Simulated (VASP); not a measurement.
Runs of VASP 6.6.1 on Sn. The structure is that of space group Im-3m (No. 229), or close to it. The cells are those of the table. 

```csv
task,cell,cutoff (eV),gap on the mesh (eV),pressure (GPa)
single point,"a = 2.530 Å, angles 109.5°, 1 atom",520,none,242.1
single point,"a = 2.526 Å, angles 109.5°, 1 atom",520,none,246.4
relaxation of cell and atoms,"relaxed to 240 GPa from a = 2.526 Å, angles 109.5°, 1 atom",600,none,240.0
relaxation of cell and atoms,"relaxed to 240 GPa from a = 2.530 Å, angles 109.5°, 1 atom",600,none,240.0
single point,"a = 3.213 Å, angles 109.5°, 1 atom",520,none,(a)
```

Alike in all rows: level LDA; potentials or basis VASP PAW LDA potentials, release 64 (Sn_d); no spin polarisation; k mesh 18 × 18 × 18; smearing fermi-dirac 0.05 eV.

Q: Estimate the missing entries.

A: (a) 0.0.

Caveats: spin-orbit coupling is left out, which moves the levels of the heavy elements; the cell is relaxed towards a set pressure, so the enthalpy falls and the energy may rise (some runs).

A k mesh can miss the band edges, and the runs leave out spin-orbit coupling on Sn.

A gap of «none» marks levels without a gap at the run's occupations.
